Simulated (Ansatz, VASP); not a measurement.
**TiCo3: VASP beside Ansatz**

Contents of INCAR:

```
SYSTEM = TiCo3
ALGO = Normal ; EDIFF = 1E-6
ENCUT = 520 ; GGA = PS
ISIF = 2 ; ISMEAR = 0
ISPIN = 2 ; LASPH = .TRUE.
LCHARG = .TRUE. ; LELF = .TRUE.
LMAXMIX = 4 ; LORBIT = 11
LREAL = .FALSE. ; LVHAR = .TRUE.
LWAVE = .FALSE. ; MAGMOM = 0 0.3 0.3 0.3
NBANDS = 32 ; NELM = 150
PREC = Accurate ; SIGMA = 0.1
```

The input KPOINTS:

```
k-points
0
G
  12 12 12
  0 0 0
```

File POSCAR:

```
TiCo3
1.0
    3.5633286196      0.0000000000      0.0000000000
    0.0000000000      3.5633286196      0.0000000000
    0.0000000000      0.0000000000      3.5633286196
Ti Co
1 3
Direct
    0.0000000000      0.0000000000      0.0000000000
    0.0000000000      0.5000000000      0.5000000000
    0.5000000000      0.0000000000      0.5000000000
    0.5000000000      0.5000000000      0.0000000000
```

Input for Ansatz:

```yaml
crystal:
  lattice:
    - [3.5633286196, 0.0, 0.0]
    - [0.0, 3.5633286196, 0.0]
    - [0.0, 0.0, 3.5633286196]
  atoms:
    - { symbol: Ti, position: [0.0, 0.0, 0.0] }
    - { symbol: Co, position: [0.0, 0.5, 0.5], spin: 0.3 }
    - { symbol: Co, position: [0.5, 0.0, 0.5], spin: 0.3 }
    - { symbol: Co, position: [0.5, 0.5, 0.0], spin: 0.3 }
basis:
  ecutwfc: 420
kpoints:
  mp_grid: { grid: [12, 12, 12] }
hamiltonian:
  xc: pbesol
scf:
  occupations: { method: gaussian, width: 0.1 }
output:
  forces: true
  stress: true
  eigenvalues: true
  populations: true
magnetization:
  spin_polarized: true
```

Alike in both runs: task single point; functional PBEsol; k mesh 12 × 12 × 12; occupations gaussian, width 0.1 eV; collinear spin.

```csv
,VASP,Ansatz
version,VASP 6.6.1,Ansatz 0.2.0
potentials or method,"VASP PAW PBE potentials, release 64 (Ti_sv, Co), cutoff 520 eV","scalar-relativistic, plane waves, PAW"
valence electrons in the cell,39,63
```

Ansatz gave:

* gap on the k mesh at the Fermi level (eV): none
* pressure (GPa): -6.4
* net moment per atom (μB): 0.23
* size of the moment on the site where the two differ most (μB): 0.11

Estimate VASP's values.

gap on the k mesh at the Fermi level (eV): none; pressure (GPa): -7.0; net moment per atom (μB): 0.24; size of the moment on the site where the two differ most (μB): 0.13.

VASP's potentials were made for PBE, not for PBEsol. Site moments also hang on the region over which each program counts them. A gap of «none» marks a metal or a gap that the smearing closes. VASP's potentials hold 39 valence electrons a cell and Ansatz's 63, so a difference there can come from the potentials and not from the codes.
